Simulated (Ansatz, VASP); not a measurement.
Two plane-wave programs on SrO

INCAR

```
SYSTEM = SrO
  ALGO = Normal
  EDIFF = 1E-7
  ENCUT = 520
  GGA = PE
  ISIF = 2
  ISMEAR = -1
  LASPH = .True.
  LCHARG = .False.
  LREAL = .False.
  LWAVE = .False.
  NBANDS = 24
  NELM = 60
  PREC = Accurate
  SIGMA = 0.02
```

The input KPOINTS:

```
k-points
0
Gamma
  12 12 4
  0 0 0
```

POSCAR

```
SrO
1.0
    3.3893519944      0.0000000000      0.0000000000
   -1.6946759972      3.0858546358      0.0000000000
    0.0000000000      0.0000000000      6.2551048169
Sr O
2 2
Direct
    0.0000000000      0.0000000000      0.0000000000
    0.0000000000      0.0000000000      0.5000000000
    0.3282860134      0.6565720269      0.2500000000
    0.6717139866      0.3434279731      0.7500000000
```

Input for Ansatz:

```yaml
crystal:
  lattice:
    - [3.3893519944, 0.0, 0.0]
    - [-1.6946759972, 3.0858546358, 0.0]
    - [0.0, 0.0, 6.2551048169]
  atoms:
    - { symbol: Sr, position: [0.0, 0.0, 0.0] }
    - { symbol: Sr, position: [0.0, 0.0, 0.5] }
    - { symbol: O, position: [0.3282860134, 0.6565720269, 0.25] }
    - { symbol: O, position: [0.6717139866, 0.3434279731, 0.75] }
kpoints:
  mp_grid: { grid: [12, 12, 4] }
  band_path:
    path:
      - [0.0, 0.0, 0.0]
      - [0.5, 0.0, 0.0]
      - [0.3333333333, 0.3333333333, 0.0]
      - [0.0, 0.0, 0.5]
      - [0.5, 0.0, 0.5]
      - [0.3333333333, 0.3333333333, 0.5]
    npoints: 1
hamiltonian:
  xc: pbe
scf:
  occupations: { method: fermi_dirac, width: 0.02 }
  n_extra_bands: 5
output:
  forces: true
  stress: true
  eigenvalues: true
  write_density: true
  write_potential: true
  elf: true
  volumetric_format: npy
```

Change from the starting cell: uniaxial_x strain -4.9%.

Alike in both runs: task single point; functional PBE; k mesh 12 × 12 × 4; occupations fermi-dirac, width 0.02 eV; no spin polarisation.

|  | VASP | Ansatz |
| --- | --- | --- |
| version | VASP 6.6.1 | Ansatz 0.2.0 |
| potentials or method | VASP PAW PBE potentials, release 64 (Sr_sv, O) | plane waves, PAW |
| plane-wave cutoff (eV) | 520 | 420 |
| valence electrons in the cell | 32 | 32 |

```csv
,VASP,Ansatz,Ansatz less VASP
gap on the k mesh at the Fermi level (eV),3.31,3.36,+0.047
pressure (GPa),7.4,6.7,-0.75
"traceless stress, the component that is largest in VASP (GPa)",4.12,4.17,+0.043
```
